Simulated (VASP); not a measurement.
Here is a VASP 6.6.1 calculation.

Contents of POSCAR:

```
PtSe2
1.0
    3.8442111500      0.0000000000      0.0000000000
   -1.9221055750      3.3291849225      0.0000000000
    0.0000000000      0.0000000000      5.2254019444
Pt Se
1 2
Direct
    0.0000000000      0.0000000000      0.0000000000
    0.3333333333      0.6666666667      0.2500000000
    0.6666666667      0.3333333333      0.7500000000
```

Contents of INCAR.step1:

```
PREC     = Accurate       # precision mode
ENCUT    = 520            # plane-wave cutoff, eV
ISMEAR   = -1             # smearing method
SIGMA    = 0.1            # smearing width, eV
LREAL    = False          # projectors in reciprocal space
LASPH    = True           # aspherical terms in the spheres
NELM     = 60             # most SCF steps
NBANDS   = 18             # bands
GGA      = PE             # functional
ALGO     = Normal         # electronic algorithm
EDIFF    = 1E-4           # SCF threshold, eV
LWAVE    = True           # write WAVECAR
LCHARG   = False          # write CHGCAR
```

File INCAR.step2:

```
PREC     = Accurate       # precision mode
ENCUT    = 520            # plane-wave cutoff, eV
EDIFF    = 1E-7           # SCF threshold, eV
ISMEAR   = -1             # smearing method
SIGMA    = 0.1            # smearing width, eV
LREAL    = False          # projectors in reciprocal space
LASPH    = True           # aspherical terms in the spheres
NELM     = 60             # most SCF steps
ALGO     = Normal         # electronic algorithm
ISIF     = 2              # what is computed and relaxed
LWAVE    = False          # write WAVECAR
LCHARG   = False          # write CHGCAR
METAGGA  = R2SCAN         # meta-GGA
LMIXTAU  = True         
NBANDS   = 18             # bands
ISTART   = 1
```

Contents of KPOINTS:

```
regular mesh
0
Gamma
  9 9 6
```

Potentials or basis: VASP PAW PBE potentials, release 64 (Pt, Se).

The run is started by

```sh
$ cat potpaw_PBE.64/Pt/POTCAR potpaw_PBE.64/Se/POTCAR > POTCAR
$ cp INCAR.step1 INCAR
$ mpirun -np 1 vasp_std > vasp.out
$ cp INCAR.step2 INCAR
$ mpirun -np 1 vasp_std > vasp.out
```

Task: Predict the pressure.

Result: -6.2 GPa.

Task: Estimate the band gap on the k mesh.

Result: Zero (bands 11 and 12 overlap by 0.22 eV).

Forces in eV/Å, atoms in the order of the input:
```
Pt   0.000  0.000  0.000
Se   0.000  0.000 -0.645
Se   0.000  0.000  0.645
```

Caveat: the cell stands under tension; the PAW data sets were made with another functional, which shifts forces and pressure a little; spin-orbit coupling is left out, which moves the levels of the heavy elements.
